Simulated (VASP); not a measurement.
Wanted: the native input for a VASP 6.6.1 run.

| Property | Result |
| --- | --- |
| Task | single point |
| Functional | LDA |
| Potentials or basis | VASP PAW LDA potentials, release 64 (Br, K_sv) |
| Cutoff | 520 eV |
| k mesh | 7 × 7 × 7 |
| Occupations | gaussian, width 0.05 eV |
| Spin | no spin polarisation |
| Dipole correction | no |
| Further INCAR settings | ALGO = Normal; EDIFF = 1e-06; NBANDS = 15 |

The structure of KBr lies in POSCAR:

```
KBr
1.0
    4.0434990000      0.0000000000      0.0000000000
    0.0000000000      4.0434990000      0.0000000000
    0.0000000000      0.0000000000      4.0434990000
Br K
1 1
Direct
    0.5000000000      0.5000000000      0.5000000000
    0.0000000000      0.0000000000      0.0000000000
```

These files were run (other wordings do the same):

INCAR

```
  PREC = Accurate
  ENCUT = 520
  EDIFF = 1E-6
  ISMEAR = 0
  SIGMA = 0.05
  LREAL = F
  LASPH = T
  NELM = 60
  ALGO = Normal
  ISIF = 2
  LWAVE = F
  LCHARG = T
  LELF = T
  LVHAR = T
  NBANDS = 15
```

KPOINTS

```
Automatic mesh
0
Gamma
  7 7 7
```

Potentials or basis: VASP PAW LDA potentials, release 64 (Br, K_sv).

Run with:

```console
$ cat potpaw_LDA.64/Br/POTCAR potpaw_LDA.64/K_sv/POTCAR > POTCAR
$ mpirun -np 1 vasp_std > vasp.out
```

It gave:

```yaml
Pressure: -2.7 GPa
Band_gap_on_the_k_mesh: 3.51 eV, indirect (least direct gap 3.75 eV)
```

Run time: 26 s on 1 thread of Intel(R) Xeon(R) Platinum 8375C CPU @ 2.90GHz (Ice Lake), on a shared host, peak memory 0.15 GiB.
